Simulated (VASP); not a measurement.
Runs of VASP 6.6.1 on KCl. The structure is that of space group Pm-3m (No. 221), or close to it. The cells are those of the table. 

```tsv
cell	gap on the mesh (eV)	pressure (GPa)
a = 3.619 Å, 2 atoms	5.65	5.0
a = 3.784 Å, 2 atoms	4.98	0.9
a = 3.560 Å, 2 atoms	(d)	(c)
a = 3.835 Å, 2 atoms	(b)	(a)
a = 3.675 Å, 2 atoms	5.40	3.3
a = 3.886 Å, 2 atoms	4.65	-0.7
a = 3.730 Å, 2 atoms	5.18	1.9
```

Alike in all rows: task single point; level PBE; potentials or basis VASP PAW PBE potentials, release 64 (K_sv, Cl); no spin polarisation; k mesh 8 × 8 × 8; cutoff (eV) 520; smearing gaussian 0.05 eV.

Q: Fill in the values left out.

A: (a) 0.0; (b) 4.81; (c) 7.2; (d) 5.93.

A k mesh can miss the band edges.
